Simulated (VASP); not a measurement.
A run of VASP 6.6.1 is set up as follows.

Contents of INCAR:

```
SYSTEM = Ta4N3
ALGO = Fast
EDIFF = 1E-6
ENCUT = 520
GGA = PS
ISIF = 2
ISMEAR = 0
LASPH = .True.
LCHARG = .False.
LREAL = .False.
LWAVE = .False.
NBANDS = 72
NELM = 80
PREC = Accurate
SIGMA = 0.15
```

KPOINTS

```
k-points
0
Gamma
  9 9 5
  0 0 0
```

POSCAR

```
Ta4N3
1.0
   -4.3571443853      0.0000000000      0.0000000000
    0.0000000000     -4.3571443853      0.0000000000
   -0.8714288771      0.0000000000      8.5453519637
Ta N
8 6
Direct
    0.3760800000      0.0000000000      0.6196000000
   -0.0239200000      0.5000000000      0.1196000000
   -0.1760707489      0.0000000000      0.8803537444
    0.4239292511      0.5000000000      0.3803537444
    0.4760800000      0.0000000000      0.1196000000
   -0.1239200000      0.5000000000      0.6196000000
    0.3282307489      0.5000000000      0.8588462556
    0.9282307489      1.0000000000      0.3588462556
    0.4260800000      1.0000000000      0.3696000000
   -0.1739200000      0.5000000000      0.8696000000
   -0.1239200000      0.0000000000      0.6196000000
    0.4760800000      0.5000000000      0.1196000000
    0.9260800000      0.5000000000      0.3696000000
    0.3260800000      0.0000000000      0.8696000000
```

Potentials or basis: VASP PAW PBE potentials, release 64 (Ta_pv, N).

The run is started by

```bash
$ cat potpaw_PBE.64/Ta_pv/POTCAR potpaw_PBE.64/N/POTCAR > POTCAR
$ mpirun -np 1 vasp_std > vasp.out
```

Task: Predict the largest force.

Result: 4.910 eV/Å.

Task: Estimate the pressure.

Result: 4.9 GPa.

Task: Predict the band gap on the k mesh.

Result: Zero (bands 59 and 60 overlap by 1.54 eV).

Forces in eV/Å, atoms in the order of the input:
```
Ta  -0.219  0.000  0.064
Ta   3.095  0.000  1.263
Ta  -3.489  0.000 -3.454
Ta   0.448  0.000 -0.119
Ta   3.643  0.000  2.566
Ta   0.026  0.000 -0.121
Ta  -2.297  0.000 -0.825
Ta   0.033  0.000 -0.279
N   -0.265  0.000  0.136
N   -0.950  0.000 -0.111
N    0.232  0.000 -0.491
N    0.952  0.000  0.821
N   -0.275  0.000 -0.136
N   -0.934  0.000  0.687
```

Caveat: the cell stands under pressure; the PAW data sets were made with another functional, which shifts forces and pressure a little; spin-orbit coupling is left out, which moves the levels of the heavy elements.
